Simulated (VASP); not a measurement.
Here is a VASP 6.6.1 calculation.

The input INCAR:

```
SYSTEM = AlN
PREC = Accurate
ENCUT = 520
EDIFF = 1E-6
ISMEAR = 0
SIGMA = 0.02
LREAL = .False.
LASPH = .True.
NELM = 80
ALGO = Normal
ISIF = 2
LWAVE = .False.
LCHARG = .False.
GGA = PE
NBANDS = 16
```

KPOINTS

```
regular mesh
0
Gamma
  12 12 6
  0 0 0
```

The input POSCAR:

```
AlN
1.0
    3.0155945260      0.0000000000      0.0000000000
   -1.5077972630      2.6115814670      0.0000000000
    0.0000000000      0.0000000000      4.7806947027
Al N
2 2
Direct
    0.6666666667      0.3333333333      0.4975883806
    0.3333333333      0.6666666667      0.9975883806
    0.6666666667      0.3333333333      0.8824116194
    0.3333333333      0.6666666667      0.3824116194
```

Potentials or basis: VASP PAW PBE potentials, release 64 (Al, N).

Run with:

```bash
$ cat potpaw_PBE.64/Al/POTCAR potpaw_PBE.64/N/POTCAR > POTCAR
$ mpirun -np 1 vasp_std > vasp.out
```

(1) What does it give for the band gap on the k mesh?

(2) Estimate the pressure.

## Answers

(1) 5.07 eV.

(2) 29.8 GPa.

Caveat: the cell stands under pressure.
